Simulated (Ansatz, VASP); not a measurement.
Rb2Mg: VASP beside Ansatz

```
Rb Mg
1.0
    -5.04667    5.04667    3.53974
     5.04667   -5.04667    3.53974
     5.04667    5.04667   -3.53974
Rb Mg
4 2
Direct
  0.16587 0.33413 0.50000
  0.83413 0.66587 0.50000
  0.66587 0.16587 0.83173
  0.33413 0.83413 0.16827
  0.25000 0.25000 0.00000
  0.75000 0.75000 0.00000
```

Alike in both runs: functional PBE; k mesh 6 × 6 × 6; occupations gaussian, width 0.1 eV; no spin polarisation.

Ansatz relaxed the structure, and its values are those at the end. VASP's run is a single point on that final structure, the one shown.

|  | VASP | Ansatz |
| --- | --- | --- |
| version | VASP 6.6.1 | Ansatz 0.2.0 |
| potentials or method | VASP PAW PBE potentials, release 64 (Rb_sv, Mg), cutoff 520 eV | scalar-relativistic, plane waves, PAW |
| valence electrons in the cell | 40 | 56 |

|  | VASP | Ansatz | Ansatz less VASP |
| --- | --- | --- | --- |
| gap on the k mesh at the Fermi level (eV) | none | none | - |
| pressure (GPa) | 0.0 | 0.0 | 0.00 |

A gap of «none» marks a metal or a gap that the smearing closes. VASP's potentials hold 40 valence electrons a cell and Ansatz's 56, so a difference there can come from the potentials and not from the codes.
